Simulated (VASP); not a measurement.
Set up this calculation in VASP 6.6.1, as the native input.

```yaml
Task: single point
Functional: RPBE
Dispersion: D4
Potentials_or_basis: VASP PAW PBE potentials, release 64 (Co, O)
Cutoff: 520 eV
k_mesh: 11 × 11 × 11
Occupations: fermi-dirac, width 0.05 eV
Spin: collinear spin, ferromagnetic start
Starting_moments: "[2.0, 0.0] μB"
Dipole_correction: no
Further_INCAR_settings: ALGO = Normal; EDIFF = 1e-07; NBANDS = 18
```

The structure of CoO lies in POSCAR:

```
CoO
1.0
    1.5443468065      0.8916290445      2.2912428443
   -1.5443468065      0.8916290445      2.2912428443
    0.0000000000     -1.7832580889      2.2912428443
Co O
1 1
Direct
    0.0000000000      0.0000000000      0.0000000000
    0.5000000000      0.5000000000      0.5000000000
```

One way to write it, as run:

INCAR

```
PREC = Accurate
ENCUT = 520
EDIFF = 1E-7
ISMEAR = -1
SIGMA = 0.05
LREAL = F
LASPH = T
NELM = 150
ALGO = Normal
ISIF = 2
LWAVE = F
LCHARG = F
ISPIN = 2
MAGMOM = 2 0
LORBIT = 11
LMAXMIX = 4
GGA = RP
IVDW = 13
NBANDS = 18
```

KPOINTS

```
regular mesh
0
Gamma
  11 11 11
```

Potentials or basis: VASP PAW PBE potentials, release 64 (Co, O).

Command:

```bash
$ cat potpaw_PBE.64/Co/POTCAR potpaw_PBE.64/O/POTCAR > POTCAR
$ mpirun -np 1 vasp_std > vasp.out
```

It gave:

The pressure is -0.5 GPa and the net moment is 2.87 μB per cell. The site moments are Co +2.54; O +0.29 μB, the valence electrons inside the program's atomic spheres are Co 7.82; O 5.00 and the dispersion energy per atom is -0.600 eV.

Caveat: the PAW data sets were made with another functional, which shifts forces and pressure a little; a cell with one magnetic atom can't hold antiferromagnetic order, which such compounds often take; pairwise dispersion overbinds metals, which lowers pressure and volume.

Run time: 43 s on 1 thread of Intel(R) Xeon(R) 6975P-C (Granite Rapids), with other jobs on the host, peak memory 0.2 GiB.
